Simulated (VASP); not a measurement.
# InSb (Pmmn) in VASP: notebook, part 2 of 3

VASP 6.6.1.

## 3. Single point, LDA (zz strain of -2 %)

Input file INCAR:

```
PREC     = Accurate       # precision mode
ENCUT    = 520            # plane-wave cutoff, eV
EDIFF    = 1E-7           # SCF threshold, eV
ISMEAR   = -1             # smearing method
SIGMA    = 0.08           # smearing width, eV
LREAL    = False          # projectors in reciprocal space
LASPH    = True           # aspherical terms in the spheres
NELM     = 100            # most SCF steps
ALGO     = Normal         # electronic algorithm
ISIF     = 2              # what is computed and relaxed
LWAVE    = False          # write WAVECAR
LCHARG   = True           # write CHGCAR
GGA      = CA             # functional
LELF     = True           # ELF
LVHAR    = True         
NBANDS   = 26             # bands
```

Input file KPOINTS:

```
Automatic mesh
0
Gamma
  6 6 11
```

Input file POSCAR:

```
InSb
1.0
    5.3570000000      0.0000000000      0.0000000000
    0.0000000000      5.7120000000      0.0000000000
    0.0000000000      0.0000000000      3.0017400000
In Sb
2 2
Direct
    0.0000000000      0.0000000000      0.0000000000
    0.5000000000      0.5000000000      0.0000000000
    0.5000000000      0.0000000000      0.8350000000
    0.0000000000      0.5000000000      0.1650000000
```

Potentials or basis: VASP PAW LDA potentials, release 64 (In_d, Sb).

Started as:

```console
$ cat potpaw_LDA.64/In_d/POTCAR potpaw_LDA.64/Sb/POTCAR > POTCAR
$ mpirun -np 1 vasp_std > vasp.out
```

OUTCAR:

```text
PREC = Accurate
   ENCUT = 520
   EDIFF = 1E-7
   ISMEAR = -1
   LREAL = False
   LASPH = True
   NELM = 100
   ISIF = 2
   GGA = CA

 ion  position               nearest neighbor table
   1  0.000  0.000  0.000-   3 2.72   3 2.72   4 2.90   4 2.90   3 3.67   3 3.67   4 3.80   4 3.80
                             2 3.92   2 3.92   2 3.92   2 3.92
   2  0.500  0.500  0.000-   4 2.72   4 2.72   3 2.90   3 2.90   4 3.67   4 3.67   3 3.80   3 3.80
                             1 3.92   1 3.92   1 3.92   1 3.92
   3  0.500  0.000  0.835-   1 2.72   1 2.72   2 2.90   2 2.90   1 3.67   1 3.67   2 3.80   2 3.80

   4  0.000  0.500  0.165-   2 2.72   2 2.72   1 2.90   1 2.90   2 3.67   2 3.67   1 3.80   1 3.80

  LATTYP: Found a simple orthorhombic cell.
 ALAT       =     3.0017400000
 B/A-ratio  =     1.7846315804
 C/A-ratio  =     1.9028963201

  Lattice vectors:

 A1 = (   0.0000000000,   0.0000000000,   3.0017400000)
 A2 = (   5.3570000000,   0.0000000000,   0.0000000000)
 A3 = (   0.0000000000,   5.7120000000,   0.0000000000)

Analysis of symmetry for initial positions (statically):
=====================================================================
[... 179 lines left out ...]

 val. band max:        9.6038185251   @ k =   0.1667   0.3333   0.4545
 cond. band min:       9.6600665563   @ k =   0.1667   0.5000   0.4545
 fundamental gap:      0.0562480312
 Fermi energy:         9.6589771048

 k-point     1 :       0.0000    0.0000    0.0000
  band No.  band energies     occupation
      1      -5.6581      2.00000
      2      -5.6573      2.00000
      3      -5.5240      2.00000
      4      -5.2712      2.00000
      5      -5.2555      2.00000
      6      -5.1072      2.00000
[... 685 lines left out ...]
     25      17.0999      0.00000
     26      17.0999      0.00000

 [... further k-points ...]

------------------------ aborting loop because EDIFF is reached ----------------------------------------

  FORCE on cell =-STRESS in cart. coord.  units (eV):
  Direction    XX          YY          ZZ          XY          YZ          ZX
  --------------------------------------------------------------------------------------
  -------------------------------------------------------------------------------------
  Total       13.8858901      5.7537702      3.9976839      0.0000000      0.0000000      0.0000000
  in kB      242.2151979    100.3645122     69.7326416      0.0000000      0.0000000      0.0000000
  external PRESSURE =     137.4374505 kB  Pullay stress =       0.0000000 kB

 VOLUME and BASIS-vectors are now :
 -----------------------------------------------------------------------------
  energy-cutoff  :      520.00
  volume of cell :       91.85
      direct lattice vectors                 reciprocal lattice vectors
     5.357000000  0.000000000  0.000000000     0.186671645  0.000000000  0.000000000
     0.000000000  5.712000000  0.000000000     0.000000000  0.175070028  0.000000000
     0.000000000  0.000000000  3.001740000     0.000000000  0.000000000  0.333140112

 POSITION                                       TOTAL-FORCE (eV/Angst)
 -----------------------------------------------------------------------------------
      0.00000      0.00000      0.00000         0.000000      0.000000      0.229589
      2.67850      2.85600      0.00000         0.000000      0.000000     -0.229589
      2.67850      0.00000      2.50645         0.000000      0.000000     -0.571539
      0.00000      2.85600      0.49529         0.000000      0.000000      0.571539
 -----------------------------------------------------------------------------------
    total drift:                               -0.000000      0.000000     -0.000000

  FREE ENERGIE OF THE ION-ELECTRON SYSTEM (eV)
  ---------------------------------------------------
  free  energy   TOTEN  =       -15.4260235051 eV

  energy  without entropy=      -15.4006114742  energy(sigma->0) =      -15.41331749
```

OSZICAR:

```text
N       E                     dE             d eps       ncg     rms          rms(c)
DAV:   1     0.302438145675E+03    0.30244E+03   -0.15810E+04  4992   0.158E+03
DAV:   2     0.108861120518E+02   -0.29155E+03   -0.28484E+03  5226   0.384E+02
DAV:   3    -0.146061633854E+02   -0.25492E+02   -0.25005E+02  6320   0.129E+02
DAV:   4    -0.155543534609E+02   -0.94819E+00   -0.94526E+00  5986   0.256E+01
DAV:   5    -0.156092456679E+02   -0.54892E-01   -0.54887E-01  7776   0.564E+00    0.728E+00
DAV:   6    -0.154630816165E+02    0.14616E+00   -0.23049E-01  6916   0.793E+00    0.394E+00
DAV:   7    -0.154290335534E+02    0.34048E-01   -0.93791E-02  7072   0.350E+00    0.748E-01
DAV:   8    -0.154263474211E+02    0.26861E-02   -0.12149E-02  6726   0.139E+00    0.464E-01
DAV:   9    -0.154260288081E+02    0.31861E-03   -0.89847E-04  6132   0.169E-01    0.114E-01
DAV:  10    -0.154260243672E+02    0.44408E-05   -0.42092E-05  6872   0.701E-02    0.380E-02
DAV:  11    -0.154260236570E+02    0.71024E-06   -0.59973E-06  6514   0.253E-02    0.197E-02
DAV:  12    -0.154260234989E+02    0.15809E-06   -0.44119E-07  4956   0.541E-03    0.415E-03
DAV:  13    -0.154260235051E+02   -0.61832E-08   -0.58555E-08  2952   0.324E-03
   1 F= -.15426024E+02 E0= -.15413317E+02  d E =-.254120E-01
```

It took 73 s on 1 thread of Intel Xeon 6975P-C (Granite Rapids), shared host; peak memory 0.31 GiB.

What came out:

| Quantity | Value |
| --- | --- |
| Free energy | -15.4260 eV |
| Pressure | 13.7 GPa |
| Largest force | 0.572 eV/Å |
| Band gap on the k mesh | zero (bands 18 and 19 overlap by 3.18 eV) |

Forces in eV/Å, atoms in the order of the input:
```
In   0.000  0.000  0.230
In   0.000  0.000 -0.230
Sb   0.000  0.000 -0.572
Sb   0.000  0.000  0.572
```

Stress tensor (GPa, compression positive):
```
24.22  0.00  0.00
 0.00 10.04  0.00
 0.00  0.00  6.97
```

Caveat: the cell differs from its parent crystal (zz strain of -2 %); the cell stands under pressure; spin-orbit coupling is left out, which moves the levels of the heavy elements.

## 4. Single point, LDA (zz strain of +1 %)

Input file INCAR:

```
ALGO = Normal ; EDIFF = 1E-6
ENCUT = 520 ; ISIF = 2
ISMEAR = -1 ; LASPH = True
LCHARG = False ; LREAL = False
LWAVE = False ; NBANDS = 26
NELM = 60 ; PREC = Accurate
SIGMA = 0.08
```

Input file KPOINTS:

```
k-points
0
Gamma
  6 6 11
```

Edit POSCAR of step 3 so:

```diff
@@ -4,3 +4,3 @@
     0.0000000000      5.7120000000      0.0000000000
-    0.0000000000      0.0000000000      3.0017400000
+    0.0000000000      0.0000000000      3.0936300000
 In Sb
```

Potentials or basis: VASP PAW LDA potentials, release 64 (In_d, Sb).

Started as:

```console
$ cat potpaw_LDA.64/In_d/POTCAR potpaw_LDA.64/Sb/POTCAR > POTCAR
$ mpirun -np 1 vasp_std > vasp.out
```

OUTCAR:

```text
EDIFF = 1E-6
   ENCUT = 520
   ISIF = 2
   ISMEAR = -1
   LASPH = True
   LREAL = False
   NELM = 60
   PREC = Accurate

 ion  position               nearest neighbor table
   1  0.000  0.000  0.000-   3 2.73   3 2.73   4 2.90   4 2.90   3 3.72   3 3.72   4 3.85   4 3.85
                             2 3.92   2 3.92   2 3.92   2 3.92
   2  0.500  0.500  0.000-   4 2.73   4 2.73   3 2.90   3 2.90   4 3.72   4 3.72   3 3.85   3 3.85
                             1 3.92   1 3.92   1 3.92   1 3.92
   3  0.500  0.000  0.835-   1 2.73   1 2.73   2 2.90   2 2.90   1 3.72   1 3.72   2 3.85   2 3.85

   4  0.000  0.500  0.165-   2 2.73   2 2.73   1 2.90   1 2.90   2 3.72   2 3.72   1 3.85   1 3.85

  LATTYP: Found a simple orthorhombic cell.
 ALAT       =     3.0936300000
 B/A-ratio  =     1.7316227215
 C/A-ratio  =     1.8463746473

  Lattice vectors:

 A1 = (   0.0000000000,   0.0000000000,   3.0936300000)
 A2 = (   5.3570000000,   0.0000000000,   0.0000000000)
 A3 = (   0.0000000000,   5.7120000000,   0.0000000000)

Analysis of symmetry for initial positions (statically):
=====================================================================
 Subroutine PRICEL returns:
 Original cell was already a primitive cell.

 Routine SETGRP: Setting up the symmetry group for a
 simple orthorhombic supercell.

 Subroutine GETGRP returns: Found  8 space group operations
 (whereof  4 operations were pure point group operations)
 out of a pool of  8 trial point group operations.

The static configuration has the point symmetry C_2v.
 The point group associated with its full space group is D_2h.

Analysis of symmetry for dynamics (positions and initial velocities):
=====================================================================
 Subroutine PRICEL returns:
 Original cell was already a primitive cell.

 Routine SETGRP: Setting up the symmetry group for a
 simple orthorhombic supercell.

 Subroutine GETGRP returns: Found  8 space group operations
 (whereof  4 operations were pure point group operations)
 out of a pool of  8 trial point group operations.

The dynamic configuration has the point symmetry C_2v.
 The point group associated with its full space group is D_2h.

 Subroutine INISYM returns: Found  8 space group operations
 (whereof  4 operations are pure point group operations),
 and found     1 'primitive' translations

----------------------------------------------------------------------------------------

                                     Primitive cell

  volume of cell :      94.6626

  direct lattice vectors                    reciprocal lattice vectors
     5.357000000  0.000000000  0.000000000     0.186671645  0.000000000  0.000000000
     0.000000000  5.712000000  0.000000000     0.000000000  0.175070028  0.000000000
     0.000000000  0.000000000  3.093630000     0.000000000  0.000000000  0.323244861

  length of vectors
     5.357000000  5.712000000  3.093630000     0.186671645  0.175070028  0.323244861

  position of ions in fractional coordinates (direct lattice)
     0.000000000  0.000000000  0.000000000
     0.500000000  0.500000000  0.000000000
     0.500000000  0.000000000  0.835000000
     0.000000000  0.500000000  0.165000000

  ion indices of the primitive-cell ions
   primitive index   ion index
                 1           1
                 2           2
                 3           3
[... 29 lines left out ...]
            Coordinates               Weight
  0.000000  0.000000  0.000000      1.000000
  0.166667  0.000000  0.000000      2.000000
  0.333333  0.000000  0.000000      2.000000
  0.500000  0.000000  0.000000      1.000000
  0.000000  0.166667  0.000000      2.000000
  0.166667  0.166667  0.000000      4.000000
[... 16 lines left out ...]
  0.333333  0.166667  0.090909      8.000000
  0.500000  0.166667  0.090909      4.000000
 [... further k-points ...]
   k-points           NKPTS =     96   k-points in BZ     NKDIM =     96   number of bands    NBANDS=     26
   number of dos      NEDOS =    301   number of ions     NIONS =      4
   total plane-waves  NPLWV =  40320
   dimension x,y,z NGX =    40 NGY =   42 NGZ =   24
   dimension x,y,z NGXF=    80 NGYF=   84 NGZF=   48
   ions per type =               2   2
   NGX,Y,Z   is equivalent  to a cutoff of  12.41, 12.22, 12.90 a.u.
   NGXF,Y,Z  is equivalent  to a cutoff of  24.83, 24.45, 25.79 a.u.
 SYSTEM =  unknown system
   PREC   = accura    normal or accurate (medium, high low for compatibility)
   ISTART =      0    job   : 0-new  1-cont  2-samecut
   ICHARG =      2    charge: 1-file 2-atom 10-const
   ISPIN  =      1    spin polarized calculation?
   LNONCOLLINEAR =      F non collinear calculations
   LSORBIT =      F    spin-orbit coupling
   LASPH  =      T    aspherical Exc in radial PAW
   ENCUT  =  520.0 eV  38.22 Ry    6.18 a.u.   9.96 10.62  5.75*2*pi/ulx,y,z
   NELM   =     60;   NELMIN=  2; NELMDL= -5     # of ELM steps
   EDIFF  = 0.1E-05   stopping-criterion for ELM
   LREAL  =      F    real-space projection
   EDIFFG = 0.1E-04   stopping-criterion for IOM
   NSW    =      0    number of steps for IOM
   IBRION =     -1    ionic relax: 0-MD 1-quasi-New 2-CG
   NFREE  =      0    steps in history (QN), initial steepest desc. (CG)
   ISIF   =      2    stress and relaxation
   ISYM   =      2    0-nonsym 1-usesym 2-fastsym
   POTIM  = 0.5000    time-step for ionic-motion
   TEBEG  =    0.0;   TEEND  =   0.0 temperature during run
   PSTRESS=    0.0 pullay stress
   NELECT =      36.0000    total number of electrons
   NUPDOWN=      -1.0000    fix difference up-down
   EMIN   =  10.00;   EMAX   =-10.00  energy-range for DOS
   EFERMI =   0.00;   METHOD = LEGACY
   ISMEAR =    -1;   SIGMA  =   0.08  broadening in eV -4-tet -1-fermi 0-gaus
   EFERMI_NEDOS =   21; number of points for ismear=-14 and -15
   IALGO  =     38    algorithm
   IMIX   =      4    mixing-type and parameters
     AMIX     =   0.40;   BMIX     =  1.00
     AMIX_MAG =   1.60;   BMIX_MAG =  1.00
  volume/ion in A,a.u.               =      23.67       159.70
  Fermi-wavevector in a.u.,A,eV,Ry     =   1.186086  2.241378 19.140683  1.406801
  Thomas-Fermi vector in A             =   2.322266
   LORBIT       =      0    0 simple, 1 ext, 2 COOP (PROOUT), +10 PAW based schemes
   GGA     = CA    functional components
   LHFCALC =     F    Hartree Fock is set to
   AEXX    =    0.0000 exact exchange contribution
   IVDW    =     0    specifies the selected vdW correction
   LEPSILON=     F    determine dielectric tensor
   LRPA    =     F    only Hartree local field effects (RPA)
 non-spin polarized calculation
  energy-cutoff  :      520.00
  volume of cell :       94.66
 maximum number of plane-waves:      2572
 NGX is ok and might be reduce to    40
   NGX = 19   NGY = 21   NGZ = 11

 number of electron      35.9999991 magnetization

 Free energy of the ion-electron system (eV)
  ---------------------------------------------------
  ext. energy  EPLUGINS =         0.00000000
  ---------------------------------------------------
  free energy    TOTEN  =       -15.50602593 eV

  energy without entropy =      -15.47293426  energy(sigma->0) =      -15.48948009

 E-fermi :   9.2082     XC(G=0): -10.8750

 val. band max:        9.2015918263   @ k =   0.1667   0.3333   0.4545
 cond. band min:       9.2183119445   @ k =   0.1667   0.5000   0.0909
 fundamental gap:      0.0167201182
 Fermi energy:         9.2082427520

 k-point     1 :       0.0000    0.0000    0.0000
  band No.  band energies     occupation
      1      -6.0150      2.00000
      2      -5.9750      2.00000
      3      -5.8374      2.00000
      4      -5.6566      2.00000
      5      -5.6379      2.00000
      6      -5.4955      2.00000
[... 685 lines left out ...]
     25      16.1694      0.00000
     26      16.1694      0.00000

 [... further k-points ...]

------------------------ aborting loop because EDIFF is reached ----------------------------------------

  FORCE on cell =-STRESS in cart. coord.  units (eV):
  Direction    XX          YY          ZZ          XY          YZ          ZX
  --------------------------------------------------------------------------------------
  -------------------------------------------------------------------------------------
  Total       13.1947845      4.8362344      1.4560980      0.0000000      0.0000000      0.0000000
  in kB      223.3236244     81.8539619     24.6446683      0.0000000      0.0000000      0.0000000
  external PRESSURE =     109.9407515 kB  Pullay stress =       0.0000000 kB

 VOLUME and BASIS-vectors are now :
 -----------------------------------------------------------------------------
  energy-cutoff  :      520.00
  volume of cell :       94.66
      direct lattice vectors                 reciprocal lattice vectors
     5.357000000  0.000000000  0.000000000     0.186671645  0.000000000  0.000000000
     0.000000000  5.712000000  0.000000000     0.000000000  0.175070028  0.000000000
     0.000000000  0.000000000  3.093630000     0.000000000  0.000000000  0.323244861

 POSITION                                       TOTAL-FORCE (eV/Angst)
 -----------------------------------------------------------------------------------
      0.00000      0.00000      0.00000         0.000000      0.000000      0.258378
      2.67850      2.85600      0.00000         0.000000      0.000000     -0.258378
      2.67850      0.00000      2.58318         0.000000      0.000000     -0.631639
      0.00000      2.85600      0.51045         0.000000      0.000000      0.631639
 -----------------------------------------------------------------------------------
    total drift:                               -0.000000      0.000000     -0.000000

  FREE ENERGIE OF THE ION-ELECTRON SYSTEM (eV)
  ---------------------------------------------------
  free  energy   TOTEN  =       -15.5060259255 eV

  energy  without entropy=      -15.4729342590  energy(sigma->0) =      -15.48948009
```

OSZICAR:

```text
N       E                     dE             d eps       ncg     rms          rms(c)
DAV:   1     0.300187761410E+03    0.30019E+03   -0.15804E+04  4992   0.156E+03
DAV:   2     0.108149290386E+02   -0.28937E+03   -0.28276E+03  5202   0.381E+02
DAV:   3    -0.146735004310E+02   -0.25488E+02   -0.25027E+02  6360   0.128E+02
DAV:   4    -0.156333032336E+02   -0.95980E+00   -0.95638E+00  5894   0.256E+01
DAV:   5    -0.156883440847E+02   -0.55041E-01   -0.55035E-01  7686   0.568E+00    0.699E+00
DAV:   6    -0.155417531916E+02    0.14659E+00   -0.23238E-01  6900   0.776E+00    0.379E+00
DAV:   7    -0.155089084262E+02    0.32845E-01   -0.96476E-02  7276   0.339E+00    0.711E-01
DAV:   8    -0.155063080166E+02    0.26004E-02   -0.12322E-02  6610   0.138E+00    0.442E-01
DAV:   9    -0.155060336580E+02    0.27436E-03   -0.94009E-04  6402   0.177E-01    0.115E-01
DAV:  10    -0.155060267280E+02    0.69300E-05   -0.51007E-05  6916   0.756E-02    0.437E-02
DAV:  11    -0.155060259255E+02    0.80246E-06   -0.64110E-06  5736   0.262E-02
   1 F= -.15506026E+02 E0= -.15489480E+02  d E =-.330917E-01
```

It took 74 s on 1 thread of Intel Xeon 6975P-C (Granite Rapids), shared host; peak memory 0.32 GiB.

Results:

- Free energy: -15.5060 eV
- Pressure: 11.0 GPa
- Largest force: 0.632 eV/Å
- Band gap on the k mesh: zero (bands 18 and 19 overlap by 3.35 eV)

Forces on the atoms (eV/Å):
```
In   0.000  0.000  0.258
In   0.000  0.000 -0.258
Sb   0.000  0.000 -0.632
Sb   0.000  0.000  0.632
```

Stress tensor (GPa, compression positive):
```
22.33  0.00  0.00
 0.00  8.19  0.00
 0.00  0.00  2.46
```

Levels at points of the mesh, in eV from the Fermi level:
```
           k point  band 15  band 16  band 17  band 18  band 19  band 20  band 21  band 22
(0.00, 0.00, 0.00)    -5.67    -2.88    -2.63    -2.13     3.19     4.07     4.08     6.32
(0.50, 0.00, 0.00)    -4.36    -4.36     1.05     1.05     4.19     4.19     4.59     4.59
(0.00, 0.50, 0.00)    -4.55    -4.55    -0.30    -0.30     3.89     3.89     4.31     4.31
(0.50, 0.50, 0.00)    -0.34    -0.34     1.38     1.38     2.48     2.48     2.79     2.79
```

Caveat: the cell differs from its parent crystal (zz strain of +1 %); the cell stands under pressure; spin-orbit coupling is left out, which moves the levels of the heavy elements.

(Continued in part 3 of 3.)
